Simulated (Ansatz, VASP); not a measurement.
ZnSe2 in VASP and in Ansatz

The input INCAR:

```
SYSTEM = ZnSe2
  PREC = Accurate
  ENCUT = 520
  EDIFF = 1E-6
  ISMEAR = 0
  SIGMA = 0.05
  LREAL = .FALSE.
  LASPH = .TRUE.
  NELM = 60
  ALGO = Normal
  ISIF = 2
  LWAVE = .FALSE.
  LCHARG = .TRUE.
  GGA = PS
  LELF = .TRUE.
  LVHAR = .TRUE.
  NBANDS = 60
```

The input KPOINTS:

```
Automatic mesh
0
G
  6 6 6
  0 0 0
```

The input POSCAR:

```
ZnSe2
1.0
    5.9930540272      0.0000000000      0.0000000000
    0.0000000000      5.9930540272      0.0000000000
    0.0000000000      0.0000000000      6.7613635535
Zn Se
4 8
Direct
    0.5000000000      0.5000000000      0.0000000000
    0.5000000000      0.0000000000      0.5000000000
    0.0000000000      0.5000000000      0.5000000000
    0.0000000000      0.0000000000      0.0000000000
    0.1099579274      0.8900420726      0.3900420726
    0.8900420726      0.3900420726      0.1099579274
    0.3900420726      0.1099579274      0.8900420726
    0.6099579274      0.6099579274      0.6099579274
    0.8900420726      0.1099579274      0.6099579274
    0.1099579274      0.6099579274      0.8900420726
    0.6099579274      0.8900420726      0.1099579274
    0.3900420726      0.3900420726      0.3900420726
```

Input for Ansatz:

```yaml
crystal:
  lattice:
    - [5.9930540272, 0.0, 0.0]
    - [0.0, 5.9930540272, 0.0]
    - [0.0, 0.0, 6.7613635535]
  atoms:
    - { symbol: Zn, position: [0.5, 0.5, 0.0] }
    - { symbol: Zn, position: [0.5, 0.0, 0.5] }
    - { symbol: Zn, position: [0.0, 0.5, 0.5] }
    - { symbol: Zn, position: [0.0, 0.0, 0.0] }
    - { symbol: Se, position: [0.1099579274, 0.8900420726, 0.3900420726] }
    - { symbol: Se, position: [0.8900420726, 0.3900420726, 0.1099579274] }
    - { symbol: Se, position: [0.3900420726, 0.1099579274, 0.8900420726] }
    - { symbol: Se, position: [0.6099579274, 0.6099579274, 0.6099579274] }
    - { symbol: Se, position: [0.8900420726, 0.1099579274, 0.6099579274] }
    - { symbol: Se, position: [0.1099579274, 0.6099579274, 0.8900420726] }
    - { symbol: Se, position: [0.6099579274, 0.8900420726, 0.1099579274] }
    - { symbol: Se, position: [0.3900420726, 0.3900420726, 0.3900420726] }
basis:
  ecutwfc: 520.0
kpoints:
  mp_grid: { grid: [6, 6, 6] }
hamiltonian:
  xc: pbesol
  pseudopotentials: { kind: paw, azcp: { folder: soft_1 } }
scf:
  occupations: { method: gaussian, width: 0.05 }
output:
  forces: true
  stress: true
  eigenvalues: true
```

Alike in both runs: task single point; functional PBEsol; k mesh 6 × 6 × 6; occupations gaussian, width 0.05 eV; no spin polarisation.

|  | VASP | Ansatz |
| --- | --- | --- |
| version | VASP 6.6.1 | Ansatz 0.2.0 |
| potentials or method | VASP PAW PBE potentials, release 64 (Zn, Se), cutoff 520 eV | scalar-relativistic, plane waves, PAW |
| valence electrons in the cell | 96 | 176 |

|  | VASP | Ansatz | Ansatz less VASP |
| --- | --- | --- | --- |
| gap on the k mesh at the Fermi level (eV) | 0.34 | 0.34 | -0.002 |
| least direct gap on the mesh (eV) | 0.48 | 0.47 | -0.007 |
| pressure (GPa) | 1.4 | 1.1 | -0.29 |
| traceless stress, the component that is largest in VASP (GPa) | -3.70 | -3.63 | +0.072 |
| rms of the force components (eV/Å) | 0.058 | 0.067 | +0.0095 |

VASP's potentials were made for PBE, not for PBEsol, and Ansatz warns of the same on its side. Atom by atom the forces differ by 0.014 eV/Å (rms over components). The functional is the same, so the differences come from potentials, cutoffs and numerics. VASP's potentials hold 96 valence electrons a cell and Ansatz's 176, so a difference there can come from the potentials and not from the codes.
